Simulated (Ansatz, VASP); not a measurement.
**NaF: VASP beside Ansatz**

File POSCAR:

```
NaF
1.0
    0.0000000000      2.3574295281      2.3574295281
    2.3574295281      0.0000000000      2.3574295281
    2.3574295281      2.3574295281      0.0000000000
Na F
1 1
Direct
    0.0000000000      0.0000000000      0.0000000000
    0.5000000000      0.5000000000      0.5000000000
```

File INCAR.step1:

```
SYSTEM = NaF
  ALGO = Normal
  EDIFF = 1E-5
  ENCUT = 520
  GGA = PE
  ISIF = 2
  ISMEAR = 0
  LASPH = .TRUE.
  LCHARG = .FALSE.
  LREAL = .FALSE.
  LWAVE = .TRUE.
  NBANDS = 14
  NELM = 60
  PREC = Accurate
  SIGMA = 0.01
```

The input INCAR.step2:

```
SYSTEM = NaF
  ALGO = Normal
  EDIFF = 1E-6
  ENCUT = 520
  GGA = PE
  HFSCREEN = 0.2079
  ISIF = 2
  ISMEAR = 0
  ISTART = 1
  LASPH = .TRUE.
  LCHARG = .FALSE.
  LHFCALC = .TRUE.
  LREAL = .FALSE.
  LWAVE = .FALSE.
  NBANDS = 14
  NELM = 60
  PREC = Accurate
  PRECFOCK = Normal
  SIGMA = 0.01
```

KPOINTS

```
k-points
0
G
  6 6 6
  0 0 0
```

Input for Ansatz:

```yaml
crystal:
  lattice:
    - [0.0, 2.3574295281, 2.3574295281]
    - [2.3574295281, 0.0, 2.3574295281]
    - [2.3574295281, 2.3574295281, 0.0]
  atoms:
    - { symbol: Na, position: [0.0, 0.0, 0.0] }
    - { symbol: F, position: [0.5, 0.5, 0.5] }
kpoints:
  mp_grid: { grid: [6, 6, 6] }
  band_path:
    path:
      - [0.0, 0.0, 0.0]
      - [0.5, 0.0, 0.5]
      - [0.625, 0.25, 0.625]
      - [0.375, 0.375, 0.75]
      - [0.5, 0.5, 0.5]
      - [0.5, 0.25, 0.75]
    npoints: 1
hamiltonian:
  xc: hse06
scf:
  occupations: { method: fixed }
  n_extra_bands: 4
output:
  forces: true
  stress: true
  eigenvalues: true
```

Change from the starting cell: hydrostatic strain +2.6%.

Alike in both runs: task single point; functional HSE06; k mesh 6 × 6 × 6; no spin polarisation.

|  | VASP | Ansatz |
| --- | --- | --- |
| version | VASP 6.6.1 | Ansatz 0.2.0 |
| potentials or method | VASP PAW PBE potentials, release 64 (Na_pv, F) | plane waves, PAW |
| plane-wave cutoff (eV) | 520 | 420 |
| occupations | gaussian, width 0.01 eV | fixed |
| valence electrons in the cell | 14 | 16 |

```csv
,VASP,Ansatz,Ansatz less VASP
gap on the k mesh at the Fermi level (eV),8.15,8.18,+0.028
pressure (GPa),-2.1,-2.2,-0.04
```

VASP's potentials hold 14 valence electrons a cell and Ansatz's 16, so a difference there can come from the potentials and not from the codes. Ansatz's warnings: stress exchange threshold loose, stress scf threshold loose.
